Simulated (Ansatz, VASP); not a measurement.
# One calculation of Eu, two programs

Contents of INCAR:

```
PREC = Accurate
ENCUT = 520
EDIFF = 1E-7
ISMEAR = 1
SIGMA = 1.0
LREAL = False
LASPH = True
NELM = 150
ALGO = Normal
ISIF = 2
LWAVE = False
LCHARG = True
ISPIN = 2
MAGMOM = 7.02
LORBIT = 11
LMAXMIX = 6
GGA = PE
LELF = True
LVHAR = True
NBANDS = 18
```

File KPOINTS:

```
regular mesh
0
Gamma
  10 10 10
```

POSCAR

```
Eu
1.0
   -2.1939508085      2.1939508085      2.1939508085
    2.1939508085     -2.1939508085      2.1939508085
    2.1939508085      2.1939508085     -2.1939508085
Eu
1
Direct
    0.0000000000      0.0000000000      0.0000000000
```

Input for Ansatz:

```yaml
crystal:
  lattice:
    - [-2.1939508085, 2.1939508085, 2.1939508085]
    - [2.1939508085, -2.1939508085, 2.1939508085]
    - [2.1939508085, 2.1939508085, -2.1939508085]
  atoms:
    - { symbol: Eu, position: [0.0, 0.0, 0.0], spin: 7.02 }
hamiltonian:
  xc: pbe
  pseudopotentials:
    kind: paw
    azcp:
      Eu: "pseudopotentials/Eu.paw.azcp"
basis:
  ecutwfc: 420
  fft_grid_basis: typed
kpoints:
  mp_grid: { grid: [10, 10, 10], shift: [0, 0, 0] }
magnetization:
  spin_polarized: true
scf:
  occupations: { method: methfessel_paxton, width: 1.0 }
  lower_state_search: "off"
output:
  stress: true
```

Alike in both runs: task single point; functional PBE; k mesh 10 × 10 × 10; occupations methfessel-paxton of order 1, width 1 eV; collinear spin.

```csv
,VASP,Ansatz
version,VASP 6.6.1,Ansatz 0.2.0
potentials or method,"VASP PAW PBE potentials, release 64 (Eu), cutoff 520 eV","plane waves (420 eV) with PAW, scalar-relativistic"
valence electrons in the cell,17,17
```

```tsv
	VASP	Ansatz	Ansatz less VASP
pressure (GPa)	-0.3	-0.1	+0.22
net moment per atom (μB)	7.49	7.50	+0.014
size of the moment on the site where the two differ most (μB)	6.70	7.11	+0.416
```

Site moments also hang on the region over which each program counts them. Ansatz's warnings: stability check not made.

Spin-orbit coupling is off throughout.
